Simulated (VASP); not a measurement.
Set up this calculation in VASP 6.6.1, as the native input.

| Quantity | Value |
| --- | --- |
| Task | single point |
| Functional | PBEsol |
| Potentials or basis | VASP PAW PBE potentials, release 64 (Ge_d) |
| Cutoff | 520 eV |
| k mesh | 8 × 8 × 8 |
| Occupations | gaussian, width 0.1 eV |
| Spin | no spin polarisation |
| Dipole correction | no |
| Further INCAR settings | ALGO = Normal; EDIFF = 1e-07; NBANDS = 13 |

The structure of Ge lies in POSCAR:

```
Ge
1.0
   -1.8452277143      1.8452277143      1.8452277143
    1.8452277143     -1.8452277143      1.8452277143
    1.8452277143      1.8452277143     -1.8452277143
Ge
1
Direct
    0.0000000000      0.0000000000      0.0000000000
```

The input as run:

INCAR

```
SYSTEM = Ge
PREC = Accurate
ENCUT = 520
EDIFF = 1E-7
ISMEAR = 0
SIGMA = 0.1
LREAL = .False.
LASPH = .True.
NELM = 80
ALGO = Normal
ISIF = 2
LWAVE = .False.
LCHARG = .False.
GGA = PS
NBANDS = 13
```

KPOINTS

```
Automatic mesh
0
Gamma
  8 8 8
  0 0 0
```

Potentials or basis: VASP PAW PBE potentials, release 64 (Ge_d).

Launch:

```sh
$ cat potpaw_PBE.64/Ge_d/POTCAR > POTCAR
$ mpirun -np 1 vasp_std > vasp.out
```

Results of the run:

* Pressure: -11.3 GPa
* Band gap on the k mesh: zero (band 7 reaches 10.51 eV, above the bottom of band 8 at 2.05 eV)

Caveat: the PAW data sets were made with another functional, which shifts forces and pressure a little.

Run time: 3.3 s on 1 thread of Intel(R) Xeon(R) 6975P-C (Granite Rapids) (shared host), peak memory 0.13 GiB.
